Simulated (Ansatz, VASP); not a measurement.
**Two plane-wave programs on V**

```xyz
8
Lattice="4.8003 0.0000 0.0000 0.0000 4.8003 0.0000 0.0000 0.0000 4.8003" Properties=species:S:1:pos:R:3 pbc="T T T"
V     0.0000    0.0000    0.0000
V     2.4002    2.4002    2.4002
V     1.2001    0.0000    2.4002
V     3.6002    0.0000    2.4002
V     2.4002    1.2001    0.0000
V     2.4002    3.6002    0.0000
V     0.0000    2.4002    1.2001
V     0.0000    2.4002    3.6002
```

Alike in both runs: task relaxation of cell and atoms; functional BLYP; k mesh 5 × 5 × 5; occupations fermi-dirac, width 0.1 eV; no spin polarisation.

|  | VASP | Ansatz |
| --- | --- | --- |
| version | VASP 6.6.1 | Ansatz 0.2.0 |
| potentials or method | VASP PAW PBE potentials, release 64 (V_sv), cutoff 600 eV | plane waves (420 eV) with PAW, scalar-relativistic |
| valence electrons in the cell | 104 | 104 |

```tsv
	VASP	Ansatz	Ansatz less VASP
relaxed volume (Å³/atom)	14.14	14.11	-0.029
relaxed cell length with the largest relative difference (Å)	4.837	4.833	-0.0033
```

VASP's potentials were made for PBE, not for BLYP.
